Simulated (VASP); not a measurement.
Write the native input for VASP 6.6.1 that does the following.

```yaml
Task: single point
Functional: PBEsol
Dispersion: D4
Potentials_or_basis: VASP PAW PBE potentials, release 64 (Ge_d)
Cutoff: 520 eV
k_mesh: 8 × 8 × 8
Occupations: fermi-dirac, width 0.1 eV
Spin: non-collinear spin, typed start
Starting_moments: "[[0.289, 0.289, 0.289], [-0.289, -0.289, -0.289]] μB"
Dipole_correction: no
Further_INCAR_settings: ALGO = Normal; EDIFF = 1e-07; NBANDS = 40
```

The structure of Ge lies in POSCAR:

```
Ge
1.0
    0.0000000000      2.9638194539      2.9638194539
    2.9638194539      0.0000000000      2.9638194539
    2.9638194539      2.9638194539      0.0000000000
Ge
2
Direct
    0.7500000000      0.7500000000      0.7500000000
    0.5000000000      0.5000000000      0.5000000000
```

This cell differs from its parent crystal: volume scaled by 1.15.

One way to write it, as run:

INCAR

```
SYSTEM = Ge
  ALGO = Normal
  EDIFF = 1E-7
  ENCUT = 520
  GGA = PS
  ISIF = 2
  ISMEAR = -1
  IVDW = 13
  LASPH = .TRUE.
  LCHARG = .FALSE.
  LNONCOLLINEAR = .TRUE.
  LORBIT = 11
  LREAL = .FALSE.
  LWAVE = .FALSE.
  MAGMOM = 0.289 0.289 0.289 -0.289 -0.289 -0.289
  NBANDS = 40
  NELM = 150
  PREC = Accurate
  SIGMA = 0.1
```

KPOINTS

```
k-points
0
G
  8 8 8
  0 0 0
```

Potentials or basis: VASP PAW PBE potentials, release 64 (Ge_d).

Launch:

```console
$ cat potpaw_PBE.64/Ge_d/POTCAR > POTCAR
$ mpirun -np 1 vasp_ncl > vasp.out
```

It gave:

| Item | Value |
| --- | --- |
| Pressure | -7.0 GPa |
| Band gap on the k mesh | zero (band 28 reaches 3.60 eV, above the bottom of band 29 at 3.34 eV) |
| Net moment | 0.00 μB per cell |
| Valence electrons inside the program's atomic spheres | Ge 12.28 |
| Dispersion energy per atom | -0.166 eV |

Caveat: the PAW data sets were made with another functional, which shifts forces and pressure a little; pairwise dispersion overbinds metals, which lowers pressure and volume.

Run time: 3.1 min on 1 thread of Intel(R) Xeon(R) 6975P-C (Granite Rapids), with other jobs on the host, peak memory 0.48 GiB.
